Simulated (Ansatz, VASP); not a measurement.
# Two plane-wave programs on Sn

```
CELL_PARAMETERS angstrom
4.79732 0.00000 0.00000
-2.39866 4.15460 0.00000
0.00000 0.00000 5.44272
ATOMIC_POSITIONS crystal
Sn 0.22540 0.00000 0.33333
Sn 0.00000 0.22540 0.66667
Sn 0.77460 0.77460 0.00000
```

Alike in both runs: task relaxation of cell and atoms; functional r2SCAN; k mesh 6 × 6 × 4; occupations gaussian, width 0.1 eV; no spin polarisation.

```csv
,VASP,Ansatz
version,VASP 6.6.1,Ansatz 0.2.0
potentials or method,"VASP PAW PBE potentials, release 64 (Sn_d), cutoff 600 eV","scalar-relativistic, plane waves, PAW"
valence electrons in the cell,42,42
```

```tsv
	VASP	Ansatz	Ansatz less VASP
gap on the k mesh at the Fermi level, each at its own relaxed structure (eV)	none	none	-
relaxed volume (Å³/atom)	28.50	28.49	-0.003
relaxed cell length with the largest relative difference (Å)	5.264	5.258	-0.0059
```

VASP's potentials were made for PBE, not for r2SCAN. A gap of «none» marks a metal or a gap that the smearing closes.

Noted on VASP's run: the volume moved by over 15 % at a fixed basis, so the end points are rough.
